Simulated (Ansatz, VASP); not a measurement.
**Two plane-wave programs on SrSn3Te4**

```
Sn Te Sr
1.0
    -3.21522    3.21522    6.45358
     3.21522   -3.21522    6.45358
     3.21522    3.21522   -6.45358
Sn Te Sr
3 4 1
Direct
  0.75000 0.25000 0.50000
  0.00000 0.00000 0.00000
  0.25000 0.75000 0.50000
  0.50000 0.00000 0.50000
  0.75595 0.75595 0.00000
  0.00000 0.50000 0.50000
  0.24405 0.24405 0.00000
  0.50000 0.50000 0.00000
```

Alike in both runs: task single point; functional PBE; k mesh 4 × 4 × 4; no spin polarisation.

|  | VASP | Ansatz |
| --- | --- | --- |
| version | VASP 6.6.1 | Ansatz 0.2.0 |
| potentials or method | VASP PAW PBE potentials, release 64 (Sn_d, Te, Sr_sv) | plane waves, PAW |
| plane-wave cutoff (eV) | 520 | 420 |
| occupations | gaussian, width 0.01 eV | fixed |
| valence electrons in the cell | 76 | 116 |

VASP gave:

* gap on the k mesh at the Fermi level (eV): 0.29
* pressure (GPa): 1.2
* rms of the force components (eV/Å): 0.016

What did Ansatz give for the same quantities?

gap on the k mesh at the Fermi level (eV): 0.29; pressure (GPa): 1.2; rms of the force components (eV/Å): 0.015.

VASP's potentials hold 76 valence electrons a cell and Ansatz's 116, so a difference there can come from the potentials and not from the codes.

Neither program's run includes spin-orbit coupling.
